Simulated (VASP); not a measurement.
# CoO: single point with PBE

Crystal: CoO.

```
Co O
1.0
     3.14296    0.00000    0.00000
    -1.57148    2.72188    0.00000
     0.00000    0.00000    5.39427
Co O
2 2
Cartesian
  0.0000 0.0000 0.0508
  0.0000 1.8146 2.7480
  0.0000 0.0000 1.9720
  0.0000 1.8146 4.6692
```

This cell differs from its parent crystal: uniaxial strain along c: +2.0 %, then relaxed in part.

```
Program             : VASP 6.6.1
Task                : single point
Functional          : PBE
Potentials or basis : VASP PAW PBE potentials, release 64 (Co, O)
Cutoff              : 520 eV
k mesh              : 12 × 12 × 8
Occupations         : gaussian, width 0.01 eV
Spin                : collinear spin, antiferromagnetic start
Starting moments    : [-2.32, 2.32, 0.17, -0.17] μB
```

```
Pressure                                              : -1.3 GPa
Largest force                                         : 0.006 eV/Å
Band gap on the k mesh                                : 0.15 eV (least direct gap 0.24 eV)
Net moment                                            : 0.00 μB per cell
Site moments                                          : Co -2.28, +2.28; O +0.16, -0.16 μB
Valence electrons inside the program's atomic spheres : Co 7.99; O 4.99
```

Forces on the atoms (eV/Å):
```
Co   0.000  0.000 -0.006
Co   0.000  0.000 -0.006
O    0.000  0.000  0.006
O    0.000  0.000  0.006
```

Stress tensor (GPa, compression positive):
```
 0.04  0.00  0.00
 0.00  0.04  0.00
 0.00  0.00 -4.02
```

Levels at points of the mesh, in eV from the valence-band top:
Spin up:
```tsv
k point	band 13	band 14	band 15	band 16	band 17	band 18
(0.00, 0.00, 0.00)	-0.99	-0.06	-0.06	0.26	1.77	2.11
(0.50, 0.00, 0.00)	-1.31	-0.20	-0.09	0.15	0.84	1.51
(0.00, 0.00, 0.50)	-0.96	0.00	0.00	0.85	1.98	1.98
(0.50, 0.00, 0.50)	-1.13	-0.41	-0.18	0.32	0.96	1.38
```
Spin down:
| k point | band 12 | band 13 | band 14 | band 15 | band 16 | band 17 | band 18 | band 19 |
| --- | --- | --- | --- | --- | --- | --- | --- | --- |
| (0.00, 0.00, 0.00) | -0.99 | -0.99 | -0.06 | -0.06 | 0.26 | 1.77 | 2.11 | 2.11 |
| (0.50, 0.00, 0.00) | -1.75 | -1.31 | -0.20 | -0.09 | 0.15 | 0.84 | 1.51 | 5.91 |
| (0.00, 0.00, 0.50) | -0.96 | -0.96 | 0.00 | 0.00 | 0.85 | 1.98 | 1.98 | 2.69 |
| (0.50, 0.00, 0.50) | -1.63 | -1.13 | -0.41 | -0.18 | 0.32 | 0.96 | 1.38 | 5.50 |

Wall time 6.2 min on 1 thread of Oxide Virtual Turin-like Processor, with other jobs on the host, peak memory 0.26 GiB.

Caveat: the cell differs from its parent crystal (uniaxial strain along c: +2.0 %, then relaxed in part). A k mesh can miss the band edges.
